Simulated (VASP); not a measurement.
# FePt (P4/mmm) in VASP: single point with PBEsol

Aim: the single point of FePt with PBEsol.

All numbers are computed with VASP 6.6.1; they aren't measurements. Logs are shortened: lines on timing, memory, paths and dates and some standing lists are left out, and cuts for length are marked.

## 1. The cell of the first run

It takes space group P4/mmm (No. 123, tetragonal). The conventional cell has a = 2.687 Å, b = 2.687 Å, c = 3.718 Å, α = 90.00°, β = 90.00°, γ = 90.00°. Within 3.5 Å of Fe (site symmetry 4/mmm) lie 8 Pt at 2.66 Å and 4 Fe at 2.69 Å. Pt (site symmetry 4/mmm) has 8 Fe at 2.66 Å and 4 Pt at 2.69 Å within 3.5 Å.

## 2. Single point, PBEsol, collinear spin, ferromagnetic start

Contents of INCAR:

```
SYSTEM = FePt
PREC = Accurate
ENCUT = 520
EDIFF = 1E-7
ISMEAR = 0
SIGMA = 0.1
LREAL = .FALSE.
LASPH = .TRUE.
NELM = 150
ALGO = Normal
ISIF = 2
LWAVE = .FALSE.
LCHARG = .FALSE.
ISPIN = 2
MAGMOM = 3.28 0.42
LORBIT = 11
LMAXMIX = 4
GGA = PS
NBANDS = 20
```

Contents of KPOINTS:

```
Automatic mesh
0
G
  16 16 12
  0 0 0
```

Contents of POSCAR:

```
FePt
1.0
    2.6866285205      0.0000000000      0.0000000000
    0.0000000000      2.6866285205      0.0000000000
    0.0000000000      0.0000000000      3.7181114884
Fe Pt
1 1
Direct
    0.0000000000      0.0000000000      0.0000000000
    0.5000000000      0.5000000000      0.5000000000
```

Potentials or basis: VASP PAW PBE potentials, release 64 (Fe, Pt).

Run with:

```sh
cat potpaw_PBE.64/Fe/POTCAR potpaw_PBE.64/Pt/POTCAR > POTCAR
mpirun -np 1 vasp_std > vasp.out
```

OUTCAR:

```text
SYSTEM = FePt
   PREC = Accurate
   ENCUT = 520
   EDIFF = 1E-7
   ISMEAR = 0
   LREAL = .FALSE.
   LASPH = .TRUE.
   NELM = 150
   ISIF = 2
   ISPIN = 2
   LORBIT = 11
   GGA = PS

 ion  position               nearest neighbor table
   1  0.000  0.000  0.000-   2 2.66   2 2.66   2 2.66   2 2.66   2 2.66   2 2.66   2 2.66   2 2.66

   2  0.500  0.500  0.500-   1 2.66   1 2.66   1 2.66   1 2.66   1 2.66   1 2.66   1 2.66   1 2.66

  LATTYP: Found a simple tetragonal cell.
 ALAT       =     2.6866285205
 C/A-ratio  =     1.3839321142

  Lattice vectors:

 A1 = (   2.6866285205,   0.0000000000,   0.0000000000)
 A2 = (   0.0000000000,   2.6866285205,   0.0000000000)
 A3 = (   0.0000000000,   0.0000000000,   3.7181114884)

Analysis of symmetry for initial positions (statically):
=====================================================================
 Subroutine PRICEL returns:
 Original cell was already a primitive cell.

 Routine SETGRP: Setting up the symmetry group for a
 simple tetragonal supercell.

 Subroutine GETGRP returns: Found 16 space group operations
 (whereof 16 operations were pure point group operations)
 out of a pool of 16 trial point group operations.

The static configuration has the point symmetry D_4h.

Analysis of symmetry for dynamics (positions and initial velocities):
=====================================================================
 Subroutine PRICEL returns:
 Original cell was already a primitive cell.

 Routine SETGRP: Setting up the symmetry group for a
 simple tetragonal supercell.

 Subroutine GETGRP returns: Found 16 space group operations
 (whereof 16 operations were pure point group operations)
 out of a pool of 16 trial point group operations.

The dynamic configuration has the point symmetry D_4h.

Analysis of structural, dynamic, and magnetic symmetry:
=====================================================================
 Subroutine PRICEL returns:
 Original cell was already a primitive cell.

 Routine SETGRP: Setting up the symmetry group for a
 simple tetragonal supercell.

 Subroutine GETGRP returns: Found 16 space group operations
 (whereof 16 operations were pure point group operations)
 out of a pool of 16 trial point group operations.

The overall configuration has the point symmetry D_4h.

 Subroutine INISYM returns: Found 16 space group operations
 (whereof 16 operations are pure point group operations),
 and found     1 'primitive' translations

----------------------------------------------------------------------------------------

                                     Primitive cell

  volume of cell :      26.8372

  direct lattice vectors                    reciprocal lattice vectors
     2.686628520  0.000000000  0.000000000     0.372213722  0.000000000  0.000000000
     0.000000000  2.686628520  0.000000000     0.000000000  0.372213722  0.000000000
     0.000000000  0.000000000  3.718111488     0.000000000  0.000000000  0.268953743

  length of vectors
     2.686628520  2.686628520  3.718111488     0.372213722  0.372213722  0.268953743

  position of ions in fractional coordinates (direct lattice)
     0.000000000  0.000000000  0.000000000
     0.500000000  0.500000000  0.500000000

  ion indices of the primitive-cell ions
   primitive index   ion index
                 1           1
                 2           2

----------------------------------------------------------------------------------------

 KPOINTS: Automatic mesh

Automatic generation of k-mesh.
 Grid dimensions read from file:
 generate k-points for:   16   16   12

 Generating k-lattice:

  Cartesian coordinates                     Fractional coordinates (reciprocal lattice)
     0.023263358  0.000000000  0.000000000     0.062500000  0.000000000  0.000000000
     0.000000000  0.023263358  0.000000000     0.000000000  0.062500000  0.000000000
     0.000000000  0.000000000  0.022412812     0.000000000  0.000000000  0.083333333

  Length of vectors
     0.023263358  0.023263358  0.022412812

  Shift w.r.t. Gamma in fractional coordinates (k-lattice)
     0.000000000  0.000000000  0.000000000

 Subroutine IBZKPT returns following result:
 ===========================================

 Found    315 irreducible k-points:

 Following reciprocal coordinates:
            Coordinates               Weight
  0.000000  0.000000  0.000000      1.000000
  0.062500  0.000000  0.000000      4.000000
  0.125000  0.000000  0.000000      4.000000
  0.187500  0.000000  0.000000      4.000000
  0.250000  0.000000  0.000000      4.000000
  0.312500  0.000000  0.000000      4.000000
[... 16 lines left out ...]
  0.437500  0.125000  0.000000      8.000000
  0.500000  0.125000  0.000000      4.000000
 [... further k-points ...]
   k-points           NKPTS =    315   k-points in BZ     NKDIM =    315   number of bands    NBANDS=     20
   number of dos      NEDOS =    301   number of ions     NIONS =      2
   total plane-waves  NPLWV =  11200
   dimension x,y,z NGX =    20 NGY =   20 NGZ =   28
   dimension x,y,z NGXF=    40 NGYF=   40 NGZF=   56
   ions per type =               1   1
   NGX,Y,Z   is equivalent  to a cutoff of  12.38, 12.38, 12.52 a.u.
   NGXF,Y,Z  is equivalent  to a cutoff of  24.75, 24.75, 25.04 a.u.
 SYSTEM =  FePt
   PREC   = accura    normal or accurate (medium, high low for compatibility)
   ISTART =      0    job   : 0-new  1-cont  2-samecut
   ICHARG =      2    charge: 1-file 2-atom 10-const
   ISPIN  =      2    spin polarized calculation?
   LNONCOLLINEAR =      F non collinear calculations
   LSORBIT =      F    spin-orbit coupling
   LASPH  =      T    aspherical Exc in radial PAW
   ENCUT  =  520.0 eV  38.22 Ry    6.18 a.u.   5.00  5.00  6.91*2*pi/ulx,y,z
   NELM   =    150;   NELMIN=  2; NELMDL= -5     # of ELM steps
   EDIFF  = 0.1E-06   stopping-criterion for ELM
   LREAL  =      F    real-space projection
   EDIFFG = 0.1E-05   stopping-criterion for IOM
   NSW    =      0    number of steps for IOM
   IBRION =     -1    ionic relax: 0-MD 1-quasi-New 2-CG
   NFREE  =      0    steps in history (QN), initial steepest desc. (CG)
   ISIF   =      2    stress and relaxation
   ISYM   =      2    0-nonsym 1-usesym 2-fastsym
   POTIM  = 0.5000    time-step for ionic-motion
   TEBEG  =    0.0;   TEEND  =   0.0 temperature during run
   PSTRESS=    0.0 pullay stress
   NELECT =      18.0000    total number of electrons
   NUPDOWN=      -1.0000    fix difference up-down
   EMIN   =  10.00;   EMAX   =-10.00  energy-range for DOS
   EFERMI =   0.00;   METHOD = LEGACY
   ISMEAR =     0;   SIGMA  =   0.10  broadening in eV -4-tet -1-fermi 0-gaus
   EFERMI_NEDOS =   21; number of points for ismear=-14 and -15
   IALGO  =     38    algorithm
   IMIX   =      4    mixing-type and parameters
     AMIX     =   0.40;   BMIX     =  1.00
     AMIX_MAG =   1.60;   BMIX_MAG =  1.00
  volume/ion in A,a.u.               =      13.42        90.55
  Fermi-wavevector in a.u.,A,eV,Ry     =   1.433023  2.708021 27.940305  2.053554
  Thomas-Fermi vector in A             =   2.552586
   LORBIT       =     11    0 simple, 1 ext, 2 COOP (PROOUT), +10 PAW based schemes
   GGA     = PS    functional components
   LHFCALC =     F    Hartree Fock is set to
   AEXX    =    0.0000 exact exchange contribution
   IVDW    =     0    specifies the selected vdW correction
   LEPSILON=     F    determine dielectric tensor
   LRPA    =     F    only Hartree local field effects (RPA)
 spin polarized calculation
 Gauss-broadening in eV      SIGMA  =   0.10
  energy-cutoff  :      520.00
  volume of cell :       26.84
 maximum number of plane-waves:       748
 NGX is ok and might be reduce to    20
   NGX =  9   NGY =  9   NGZ = 13

 number of electron      18.0000012 magnetization       3.2050875

 Free energy of the ion-electron system (eV)
  ---------------------------------------------------
  ext. energy  EPLUGINS =         0.00000000
  ---------------------------------------------------
  free energy    TOTEN  =       -16.29579624 eV

  energy without entropy =      -16.28922962  energy(sigma->0) =      -16.29251293

 E-fermi :   8.9100     XC(G=0): -13.3662

 val. band max:        8.9069401371   @ k =   0.4375   0.1875   0.2500
 cond. band min:       8.9101214470   @ k =   0.3750   0.1875   0.5000
 fundamental gap:      0.0031813099
 Fermi energy:         8.9100456949

 spin component 1

 k-point     1 :       0.0000    0.0000    0.0000
  band No.  band energies     occupation
      1      -0.9774      1.00000
      2       2.3340      1.00000
      3       2.4822      1.00000
      4       5.4518      1.00000
      5       5.4518      1.00000
      6       5.9396      1.00000
[... 12 lines left out ...]
     19      30.7195      0.00000
     20      30.7195      0.00000
[... 507 lines left out ...]
 k-point    24 :       0.5000    0.1250    0.0000
  band No.  band energies     occupation
      1       3.0093      1.00000
      2       3.7252      1.00000
      3       3.9527      1.00000
      4       4.2253      1.00000
      5       4.8773      1.00000
      6       5.4506      1.00000
[... 12 lines left out ...]
     19      31.0955      0.00000
     20      32.3876      0.00000

 [... further k-points ...]

 spin component 2

 k-point     1 :       0.0000    0.0000    0.0000
  band No.  band energies     occupation
      1      -0.8006      1.00000
      2       2.8432      1.00000
      3       2.8839      1.00000
      4       6.4995      1.00000
      5       6.4995      1.00000
      6       8.0391      1.00000
[... 12 lines left out ...]
     19      30.8612      0.00000
     20      30.8612      0.00000
[... 507 lines left out ...]
 k-point    24 :       0.5000    0.1250    0.0000
  band No.  band energies     occupation
      1       3.1997      1.00000
      2       4.0588      1.00000
      3       4.5047      1.00000
      4       4.5788      1.00000
      5       6.1535      1.00000
      6       6.8305      1.00000
[... 12 lines left out ...]
     19      31.7302      0.00000
     20      32.8063      0.00000

 [... further k-points ...]

------------------------ aborting loop because EDIFF is reached ----------------------------------------

  FORCE on cell =-STRESS in cart. coord.  units (eV):
  Direction    XX          YY          ZZ          XY          YZ          ZX
  --------------------------------------------------------------------------------------
  -------------------------------------------------------------------------------------
  Total       -0.0569730     -0.0569730     -0.0451941      0.0000000      0.0000000     -0.0000000
  in kB       -3.4012743     -3.4012743     -2.6980770      0.0000000      0.0000000     -0.0000000
  external PRESSURE =      -3.1668752 kB  Pullay stress =       0.0000000 kB

 VOLUME and BASIS-vectors are now :
 -----------------------------------------------------------------------------
  energy-cutoff  :      520.00
  volume of cell :       26.84
      direct lattice vectors                 reciprocal lattice vectors
     2.686628520  0.000000000  0.000000000     0.372213722  0.000000000  0.000000000
     0.000000000  2.686628520  0.000000000     0.000000000  0.372213722  0.000000000
     0.000000000  0.000000000  3.718111488     0.000000000  0.000000000  0.268953743

 POSITION                                       TOTAL-FORCE (eV/Angst)
 -----------------------------------------------------------------------------------
      0.00000      0.00000      0.00000         0.000000      0.000000      0.000000
      1.34331      1.34331      1.85906         0.000000      0.000000      0.000000
 -----------------------------------------------------------------------------------
    total drift:                               -0.000000      0.000000      0.000000

  FREE ENERGIE OF THE ION-ELECTRON SYSTEM (eV)
  ---------------------------------------------------
  free  energy   TOTEN  =       -16.2957962413 eV

  energy  without entropy=      -16.2892296226  energy(sigma->0) =      -16.29251293

 total charge

# of ion       s       p       d       tot
------------------------------------------
    1        0.421   0.477   6.149   7.048
    2        0.723   0.701   8.064   9.489
--------------------------------------------------
tot          1.144   1.179  14.214  16.537

 magnetization (x)

# of ion       s       p       d       tot
------------------------------------------
    1        0.002  -0.006   2.853   2.849
    2       -0.024  -0.066   0.410   0.320
--------------------------------------------------
tot         -0.022  -0.071   3.263   3.169
```

Wall time 3.6 min (1 thread of Intel Xeon Platinum 8259CL at 2.50GHz (Skylake/Cascade Lake), shared host); peak memory 0.36 GiB.

What came out:

* Free energy: -16.2958 eV
* Pressure: -0.3 GPa
* Net moment: 3.21 μB per cell
* Site moments: Fe +2.85; Pt +0.32 μB
* Valence electrons inside the program's atomic spheres: Fe 7.05; Pt 9.49

Levels at points of the mesh, in eV from the Fermi level:
Spin up:
```
           k point  band 7  band 8  band 9  band 10  band 11  band 12  band 13  band 14  band 15  band 16
(0.00, 0.00, 0.00)   -2.00   -1.89   -0.43    -0.29    -0.29     2.06     9.84    11.97    11.97    17.22
(0.50, 0.00, 0.00)   -2.74   -2.44   -2.06    -1.61     0.31     2.24    10.47    10.62    12.64    13.50
(0.50, 0.50, 0.00)   -0.42   -0.39   -0.39     0.72     1.65     1.65     8.00    10.47    10.88    12.43
(0.00, 0.00, 0.50)   -2.24   -2.24   -2.16    -2.16    -1.72    -0.76    15.65    15.94    16.49    16.49
(0.50, 0.00, 0.50)   -1.08   -0.78   -0.68    -0.61    -0.43    -0.31     4.96     7.04    16.22    16.60
(0.50, 0.50, 0.50)   -2.25   -1.81   -0.90     0.72     6.99     6.99     7.95     8.57     8.67     8.67
```
Spin down:
| k point | band 4 | band 5 | band 6 | band 7 | band 8 | band 9 | band 10 | band 11 | band 12 | band 13 |
| --- | --- | --- | --- | --- | --- | --- | --- | --- | --- | --- |
| (0.00, 0.00, 0.00) | -2.41 | -2.41 | -0.87 | -0.70 | 0.51 | 1.70 | 1.75 | 1.75 | 2.30 | 10.69 |
| (0.50, 0.00, 0.00) | -3.57 | -2.52 | -1.36 | -1.28 | -0.98 | 0.49 | 0.74 | 2.55 | 2.70 | 11.28 |
| (0.50, 0.50, 0.00) | -4.92 | 1.06 | 1.28 | 1.67 | 1.80 | 1.80 | 1.85 | 1.85 | 1.85 | 8.82 |
| (0.00, 0.00, 0.50) | -2.70 | -1.91 | -1.91 | -1.48 | -0.51 | 0.05 | 0.47 | 0.47 | 1.45 | 16.15 |
| (0.50, 0.00, 0.50) | -2.98 | -2.26 | -0.52 | -0.50 | -0.47 | 1.00 | 1.54 | 1.64 | 1.64 | 5.92 |
| (0.50, 0.50, 0.50) | -2.10 | -1.55 | -1.42 | -1.42 | 0.71 | 1.06 | 1.85 | 7.74 | 7.74 | 8.98 |

Caveat: the PAW data sets were made with another functional, which shifts forces and pressure a little; spin-orbit coupling is left out, which moves the levels of the heavy elements.
